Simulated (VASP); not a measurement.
# ZrH (P4_2/mmc) in VASP: single point with r2SCAN

Aim: the single point of ZrH with r2SCAN.

All numbers are computed with VASP 6.6.1; they aren't measurements. Logs are shortened: lines on timing, memory, paths and dates and some standing lists are left out, and cuts for length are marked.

## (1) The cell of the first run

It takes space group P4_2/mmc (No. 131, tetragonal). Conventional cell: a = 3.243 Å, b = 3.243 Å, c = 4.948 Å, α = 90.00°, β = 90.00°, γ = 90.00°. Zr (site symmetry mmm) has 4 H at 2.04 Å within 2.7 Å. H (site symmetry -4m2) has 4 Zr at 2.04 Å and 2 H at 2.47 Å within 2.7 Å.

## (2) Single point, r2SCAN

Contents of POSCAR:

```
ZrH
1.0
    3.2427922448      0.0000000000      0.0000000000
    0.0000000000      3.2427922448      0.0000000000
    0.0000000000      0.0000000000      4.9480008336
Zr H
2 2
Direct
    0.0000000000      0.5000000000      0.0000000000
    0.5000000000      0.0000000000      0.5000000000
    0.0000000000      0.0000000000      0.7500000000
    0.0000000000      0.0000000000      0.2500000000
```

Contents of INCAR.step1:

```
SYSTEM = ZrH
PREC = Accurate
ENCUT = 520
ISMEAR = 0
SIGMA = 0.05
LREAL = .FALSE.
LASPH = .TRUE.
NELM = 60
NBANDS = 21
GGA = PE
ALGO = Normal
EDIFF = 1E-4
LWAVE = .TRUE.
LCHARG = .FALSE.
```

Contents of INCAR.step2:

```
SYSTEM = ZrH
PREC = Accurate
ENCUT = 520
EDIFF = 1E-6
ISMEAR = 0
SIGMA = 0.05
LREAL = .FALSE.
LASPH = .TRUE.
NELM = 60
ALGO = Normal
ISIF = 2
LWAVE = .FALSE.
LCHARG = .FALSE.
METAGGA = R2SCAN
LMIXTAU = .TRUE.
NBANDS = 21
ISTART = 1
```

Contents of KPOINTS:

```
regular mesh
0
G
  10 10 8
  0 0 0
```

Potentials or basis: VASP PAW PBE potentials, release 64 (Zr_sv, H).

On the command line:

```console
> cat potpaw_PBE.64/Zr_sv/POTCAR potpaw_PBE.64/H/POTCAR > POTCAR
> cp INCAR.step1 INCAR
> mpirun -np 1 vasp_std > vasp.out
> cp INCAR.step2 INCAR
> mpirun -np 1 vasp_std > vasp.out
```

OUTCAR:

```text
SYSTEM = ZrH
   PREC = Accurate
   ENCUT = 520
   EDIFF = 1E-6
   ISMEAR = 0
   LREAL = .FALSE.
   LASPH = .TRUE.
   NELM = 60
   ISIF = 2
   METAGGA = R2SCAN
   ISTART = 1

 ion  position               nearest neighbor table
   1  0.000  0.500  0.000-   3 2.04   4 2.04   3 2.04   4 2.04   2 3.37   2 3.37   2 3.37   2 3.37
                             2 3.37   2 3.37   2 3.37   2 3.37
   2  0.500  0.000  0.500-   3 2.04   4 2.04   3 2.04   4 2.04   1 3.37   1 3.37   1 3.37   1 3.37
                             1 3.37   1 3.37   1 3.37   1 3.37
   3  0.000  0.000  0.750-   1 2.04   2 2.04   1 2.04   2 2.04
   4  0.000  0.000  0.250-   1 2.04   2 2.04   1 2.04   2 2.04

  LATTYP: Found a simple tetragonal cell.
 ALAT       =     3.2427922448
 C/A-ratio  =     1.5258457712

  Lattice vectors:

 A1 = (   3.2427922448,   0.0000000000,   0.0000000000)
 A2 = (   0.0000000000,   3.2427922448,   0.0000000000)
 A3 = (   0.0000000000,   0.0000000000,   4.9480008336)

Analysis of symmetry for initial positions (statically):
=====================================================================
 Subroutine PRICEL returns:
 Original cell was already a primitive cell.

 Routine SETGRP: Setting up the symmetry group for a
 simple tetragonal supercell.

 Subroutine GETGRP returns: Found 16 space group operations
 (whereof  8 operations were pure point group operations)
 out of a pool of 16 trial point group operations.

The static configuration has the point symmetry D_2h.
 The point group associated with its full space group is D_4h.

Analysis of symmetry for dynamics (positions and initial velocities):
=====================================================================
 Subroutine PRICEL returns:
 Original cell was already a primitive cell.

 Routine SETGRP: Setting up the symmetry group for a
 simple tetragonal supercell.

 Subroutine GETGRP returns: Found 16 space group operations
 (whereof  8 operations were pure point group operations)
 out of a pool of 16 trial point group operations.

The dynamic configuration has the point symmetry D_2h.
 The point group associated with its full space group is D_4h.

 Subroutine INISYM returns: Found 16 space group operations
 (whereof  8 operations are pure point group operations),
 and found     1 'primitive' translations

----------------------------------------------------------------------------------------

                                     Primitive cell

  volume of cell :      52.0317

  direct lattice vectors                    reciprocal lattice vectors
     3.242792245  0.000000000  0.000000000     0.308376215  0.000000000  0.000000000
     0.000000000  3.242792245  0.000000000     0.000000000  0.308376215  0.000000000
     0.000000000  0.000000000  4.948000834     0.000000000  0.000000000  0.202101825

  length of vectors
     3.242792245  3.242792245  4.948000834     0.308376215  0.308376215  0.202101825

  position of ions in fractional coordinates (direct lattice)
     0.000000000  0.500000000  0.000000000
     0.500000000  0.000000000  0.500000000
     0.000000000  0.000000000  0.750000000
     0.000000000  0.000000000  0.250000000

  ion indices of the primitive-cell ions
   primitive index   ion index
                 1           1
                 2           2
                 3           3
                 4           4

----------------------------------------------------------------------------------------

 KPOINTS: regular mesh

Automatic generation of k-mesh.
 Grid dimensions read from file:
 generate k-points for:   10   10    8

 Generating k-lattice:

  Cartesian coordinates                     Fractional coordinates (reciprocal lattice)
     0.030837622  0.000000000  0.000000000     0.100000000  0.000000000  0.000000000
     0.000000000  0.030837622  0.000000000     0.000000000  0.100000000  0.000000000
     0.000000000  0.000000000  0.025262728     0.000000000  0.000000000  0.125000000

  Length of vectors
     0.030837622  0.030837622  0.025262728

  Shift w.r.t. Gamma in fractional coordinates (k-lattice)
     0.000000000  0.000000000  0.000000000

 Subroutine IBZKPT returns following result:
 ===========================================

 Found    105 irreducible k-points:

 Following reciprocal coordinates:
            Coordinates               Weight
  0.000000  0.000000  0.000000      1.000000
  0.100000  0.000000  0.000000      4.000000
  0.200000  0.000000  0.000000      4.000000
  0.300000  0.000000  0.000000      4.000000
  0.400000  0.000000  0.000000      4.000000
  0.500000  0.000000  0.000000      2.000000
[... 16 lines left out ...]
  0.100000  0.000000  0.125000      8.000000
  0.200000  0.000000  0.125000      8.000000
 [... further k-points ...]
   k-points           NKPTS =    105   k-points in BZ     NKDIM =    105   number of bands    NBANDS=     21
   number of dos      NEDOS =    301   number of ions     NIONS =      4
   total plane-waves  NPLWV =  23040
   dimension x,y,z NGX =    24 NGY =   24 NGZ =   40
   dimension x,y,z NGXF=    48 NGYF=   48 NGZF=   80
   ions per type =               2   2
   NGX,Y,Z   is equivalent  to a cutoff of  12.30, 12.30, 13.44 a.u.
   NGXF,Y,Z  is equivalent  to a cutoff of  24.61, 24.61, 26.88 a.u.
 SYSTEM =  ZrH
   PREC   = accura    normal or accurate (medium, high low for compatibility)
   ISTART =      1    job   : 0-new  1-cont  2-samecut
   ICHARG =      0    charge: 1-file 2-atom 10-const
   ISPIN  =      1    spin polarized calculation?
   LNONCOLLINEAR =      F non collinear calculations
   LSORBIT =      F    spin-orbit coupling
   LASPH  =      T    aspherical Exc in radial PAW
   ENCUT  =  520.0 eV  38.22 Ry    6.18 a.u.   6.03  6.03  9.20*2*pi/ulx,y,z
   NELM   =     60;   NELMIN=  2; NELMDL=  0     # of ELM steps
   EDIFF  = 0.1E-05   stopping-criterion for ELM
   LREAL  =      F    real-space projection
   EDIFFG = 0.1E-04   stopping-criterion for IOM
   NSW    =      0    number of steps for IOM
   IBRION =     -1    ionic relax: 0-MD 1-quasi-New 2-CG
   NFREE  =      0    steps in history (QN), initial steepest desc. (CG)
   ISIF   =      2    stress and relaxation
   ISYM   =      2    0-nonsym 1-usesym 2-fastsym
   POTIM  = 0.5000    time-step for ionic-motion
   TEBEG  =    0.0;   TEEND  =   0.0 temperature during run
   PSTRESS=    0.0 pullay stress
   NELECT =      26.0000    total number of electrons
   NUPDOWN=      -1.0000    fix difference up-down
   EMIN   =  10.00;   EMAX   =-10.00  energy-range for DOS
   EFERMI =   0.00;   METHOD = LEGACY
   ISMEAR =     0;   SIGMA  =   0.05  broadening in eV -4-tet -1-fermi 0-gaus
   EFERMI_NEDOS =   21; number of points for ismear=-14 and -15
   IALGO  =     38    algorithm
   IMIX   =      4    mixing-type and parameters
     AMIX     =   0.40;   BMIX     =  1.00
     AMIX_MAG =   1.60;   BMIX_MAG =  1.00
  volume/ion in A,a.u.               =      13.01        87.78
  Fermi-wavevector in a.u.,A,eV,Ry     =   1.299102  2.454947 22.962093  1.687666
  Thomas-Fermi vector in A             =   2.430388
   LORBIT       =      0    0 simple, 1 ext, 2 COOP (PROOUT), +10 PAW based schemes
   METAGGA = R2SCAN    functional components
   LHFCALC =     F    Hartree Fock is set to
   AEXX    =    0.0000 exact exchange contribution
   IVDW    =     0    specifies the selected vdW correction
   LEPSILON=     F    determine dielectric tensor
   LRPA    =     F    only Hartree local field effects (RPA)
 non-spin polarized calculation
 Gauss-broadening in eV      SIGMA  =   0.05
  energy-cutoff  :      520.00
  volume of cell :       52.03
 maximum number of plane-waves:      1424
   NGX = 13   NGY = 13   NGZ = 19

 number of electron      25.9999998 magnetization

 Free energy of the ion-electron system (eV)
  ---------------------------------------------------
  ext. energy  EPLUGINS =         0.00000000
  ---------------------------------------------------
  free energy    TOTEN  =       -54.38832660 eV

  energy without entropy =      -54.38632245  energy(sigma->0) =      -54.38732452

 E-fermi :   8.3069     XC(G=0): -11.8513

 val. band max:        8.2985328871   @ k =   0.3000   0.1000   0.5000
 cond. band min:       8.3287620023   @ k =   0.4000   0.3000   0.3750
 fundamental gap:      0.0302291152
 Fermi energy:         8.3069294129

 k-point     1 :       0.0000    0.0000    0.0000
  band No.  band energies     occupation
      1     -42.3905      2.00000
      2     -42.2755      2.00000
      3     -20.0703      2.00000
      4     -19.5581      2.00000
      5     -19.5581      2.00000
      6     -19.3406      2.00000
[... 13 lines left out ...]
     20      13.2732      0.00000
     21      14.5696      0.00000

 k-point     2 :       0.1000    0.0000    0.0000
  band No.  band energies     occupation
      1     -42.3834      2.00000
      2     -42.2740      2.00000
      3     -20.0466      2.00000
      4     -19.6080      2.00000
      5     -19.5500      2.00000
      6     -19.3749      2.00000
[... 13 lines left out ...]
     20      13.2316      0.00000
     21      15.3150      0.00000

 k-point     3 :       0.2000    0.0000    0.0000
  band No.  band energies     occupation
      1     -42.3640      2.00000
      2     -42.2707      2.00000
      3     -19.9794      2.00000
      4     -19.7376      2.00000
      5     -19.5278      2.00000
      6     -19.5135      2.00000
[... 13 lines left out ...]
     20      13.7103      0.00000
     21      15.1441      0.00000

 k-point     4 :       0.3000    0.0000    0.0000
  band No.  band energies     occupation
      1     -42.3373      2.00000
      2     -42.2693      2.00000
      3     -19.8956      2.00000
      4     -19.8793      2.00000
      5     -19.6787      2.00000
      6     -19.4979      2.00000
[... 13 lines left out ...]
     20      14.5112      0.00000
     21      14.6517      0.00000

 k-point     5 :       0.4000    0.0000    0.0000
  band No.  band energies     occupation
      1     -42.3099      2.00000
      2     -42.2738      2.00000
      3     -20.0218      2.00000
      4     -19.8077      2.00000
      5     -19.7616      2.00000
      6     -19.5306      2.00000
[... 13 lines left out ...]
     20      14.5797      0.00000
     21      15.6285      0.00000

 k-point     6 :       0.5000    0.0000    0.0000
  band No.  band energies     occupation
      1     -42.2901      2.00000
      2     -42.2849      2.00000
      3     -20.0697      2.00000
      4     -19.8559      2.00000
      5     -19.6595      2.00000
      6     -19.6201      2.00000
[... 13 lines left out ...]
     20      14.0966      0.00000
     21      16.0906      0.00000

 k-point     7 :       0.1000    0.1000    0.0000
  band No.  band energies     occupation
      1     -42.3764      2.00000
      2     -42.2723      2.00000
      3     -20.0237      2.00000
      4     -19.6204      2.00000
      5     -19.5798      2.00000
      6     -19.3948      2.00000
[... 13 lines left out ...]
     20      13.2360      0.00000
     21      15.8445      0.00000
[... 291 lines left out ...]
      1     -42.2474      2.00000
      2     -42.2469      2.00000
      3     -20.2015      2.00000
      4     -19.9318      2.00000
      5     -19.7560      2.00000
      6     -19.6087      2.00000
[... 13 lines left out ...]
     20      13.6845      0.00000
     21      16.5593      0.00000

 k-point    21 :       0.5000    0.5000    0.0000
  band No.  band energies     occupation
      1     -42.2429      2.00000
      2     -42.2429      2.00000
      3     -20.2317      2.00000
      4     -19.9555      2.00000
      5     -19.7688      2.00000
      6     -19.6203      2.00000
[... 13 lines left out ...]
     20      13.6224      0.00000
     21      16.2996      0.00000

 k-point    22 :       0.0000    0.0000    0.1250
  band No.  band energies     occupation
      1     -42.3861      2.00000
      2     -42.2799      2.00000
      3     -20.0446      2.00000
      4     -19.5517      2.00000
      5     -19.5517      2.00000
      6     -19.3707      2.00000
[... 13 lines left out ...]
     20      13.0709      0.00000
     21      14.5226      0.00000

 k-point    23 :       0.1000    0.0000    0.1250
  band No.  band energies     occupation
      1     -42.3792      2.00000
      2     -42.2782      2.00000
      3     -20.0247      2.00000
      4     -19.6004      2.00000
      5     -19.5439      2.00000
      6     -19.4131      2.00000
[... 13 lines left out ...]
     20      13.1670      0.00000
     21      15.1247      0.00000

 k-point    24 :       0.2000    0.0000    0.1250
  band No.  band energies     occupation
      1     -42.3604      2.00000
      2     -42.2743      2.00000
      3     -19.9744      2.00000
      4     -19.7209      2.00000
      5     -19.5422      2.00000
      6     -19.5228      2.00000
[... 13 lines left out ...]
     20      13.3322      0.00000
     21      15.6248      0.00000

 [... further k-points ...]

------------------------ aborting loop because EDIFF is reached ----------------------------------------

  FORCE on cell =-STRESS in cart. coord.  units (eV):
  Direction    XX          YY          ZZ          XY          YZ          ZX
  --------------------------------------------------------------------------------------
  -------------------------------------------------------------------------------------
  Total        0.1744961      0.1744961      0.4946085      0.0000000      0.0000000      0.0000000
  in kB        5.3731430      5.3731430     15.2301501      0.0000000      0.0000000      0.0000000
  external PRESSURE =       8.6588121 kB  Pullay stress =       0.0000000 kB

 VOLUME and BASIS-vectors are now :
 -----------------------------------------------------------------------------
  energy-cutoff  :      520.00
  volume of cell :       52.03
      direct lattice vectors                 reciprocal lattice vectors
     3.242792245  0.000000000  0.000000000     0.308376215  0.000000000  0.000000000
     0.000000000  3.242792245  0.000000000     0.000000000  0.308376215  0.000000000
     0.000000000  0.000000000  4.948000834     0.000000000  0.000000000  0.202101825

 POSITION                                       TOTAL-FORCE (eV/Angst)
 -----------------------------------------------------------------------------------
      0.00000      1.62140      0.00000         0.000000      0.000000      0.000000
      1.62140      0.00000      2.47400         0.000000      0.000000      0.000000
      0.00000      0.00000      3.71100         0.000000      0.000000      0.000000
      0.00000      0.00000      1.23700         0.000000      0.000000     -0.000000
 -----------------------------------------------------------------------------------
    total drift:                                0.000000      0.000000     -0.000000

  FREE ENERGIE OF THE ION-ELECTRON SYSTEM (eV)
  ---------------------------------------------------
  free  energy   TOTEN  =       -54.3883265994 eV

  energy  without entropy=      -54.3863224476  energy(sigma->0) =      -54.38732452
```

Run time: 2.4 min. Hardware: 1 thread of Intel Xeon Platinum 8488C (Sapphire Rapids), shared host; peak memory 0.24 GiB.

Results:

* Free energy: -54.3883 eV
* Pressure: 0.9 GPa
* Band gap on the k mesh: zero (bands 13 and 14 overlap by 1.09 eV)

Levels at points of the mesh, in eV from the Fermi level:
| k point | band 10 | band 11 | band 12 | band 13 | band 14 | band 15 | band 16 | band 17 |
| --- | --- | --- | --- | --- | --- | --- | --- | --- |
| (0.00, 0.00, 0.00) | -3.97 | -3.14 | -3.11 | 0.13 | 0.82 | 0.82 | 2.53 | 3.62 |
| (0.50, 0.00, 0.00) | -5.85 | -2.16 | -0.85 | -0.60 | -0.22 | 1.88 | 2.11 | 2.52 |
| (0.50, 0.50, 0.00) | -4.40 | -3.05 | -3.05 | -2.03 | 2.81 | 4.28 | 4.61 | 4.61 |
| (0.00, 0.00, 0.50) | -7.20 | -1.87 | -1.87 | 0.08 | 0.08 | 2.01 | 2.01 | 2.49 |
| (0.50, 0.00, 0.50) | -4.53 | -2.95 | -0.05 | 0.34 | 0.38 | 0.76 | 1.21 | 4.33 |
| (0.50, 0.50, 0.50) | -5.90 | -2.07 | -2.07 | -0.42 | -0.42 | 1.78 | 1.78 | 5.31 |

Caveat: the PAW data sets were made with another functional, which shifts forces and pressure a little.

The gap in the log of VASP goes by the Fermi energy; the results here count the filled bands.